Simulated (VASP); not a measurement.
Write the native input for VASP 6.6.1 that does the following.

```
Task                   : single point
Functional             : PBE
Potentials or basis    : VASP PAW PBE potentials, release 64 (Al, As_d, Lu)
Cutoff                 : 510 eV
k mesh                 : 4 × 4 × 4
Occupations            : fermi-dirac, width 0.02 eV
Spin                   : no spin polarisation
Dipole correction      : no
Further INCAR settings : ALGO = Normal; EDIFF = 1e-06; NBANDS = 79
```

The structure of Lu3AlAs4 lies in POSCAR:

```
Lu3AlAs4
1.0
    5.5876776036      0.0000000000      0.0000000000
    0.0000000000      5.5876776036      0.0000000000
    0.0000000000      0.0000000000      5.5876776036
Al As Lu
1 4 3
Direct
    0.0000000000      0.0000000000      0.0000000000
    0.5000000000      0.5000000000      0.5000000000
    0.0000000000      0.0000000000      0.5000000000
    0.0000000000      0.5000000000      0.0000000000
    0.5000000000      0.0000000000      0.0000000000
    0.5000000000      0.5000000000      0.0000000000
    0.5000000000      0.0000000000      0.5000000000
    0.0000000000      0.5000000000      0.5000000000
```

One way to write it, as run:

INCAR

```
ALGO = Normal
EDIFF = 1E-6
ENCUT = 510
GGA = PE
GGA_COMPAT = False
ISIF = 2
ISMEAR = -1
LASPH = True
LCHARG = False
LREAL = False
LWAVE = False
NBANDS = 79
NELM = 120
PREC = Accurate
SIGMA = 0.02
```

KPOINTS

```
k-points
0
Gamma
  4 4 4
```

Potentials or basis: VASP PAW PBE potentials, release 64 (Al, As_d, Lu).

Launch:

```sh
$ cat potpaw_PBE.64/Al/POTCAR potpaw_PBE.64/As_d/POTCAR potpaw_PBE.64/Lu/POTCAR > POTCAR
$ mpirun -np 1 vasp_std > vasp.out
```

It gave:

```yaml
Pressure: 2.6 GPa
Band_gap_on_the_k_mesh: zero (bands 69 and 70 overlap by 0.16 eV)
```

Caveat: semilocal functionals underestimate gaps, and a narrow one can read as zero; spin-orbit coupling is left out, which moves the levels of the heavy elements.

It took 2.7 min on 1 thread of Intel(R) Xeon(R) Platinum 8488C (Sapphire Rapids), on a shared host, peak memory 0.32 GiB.
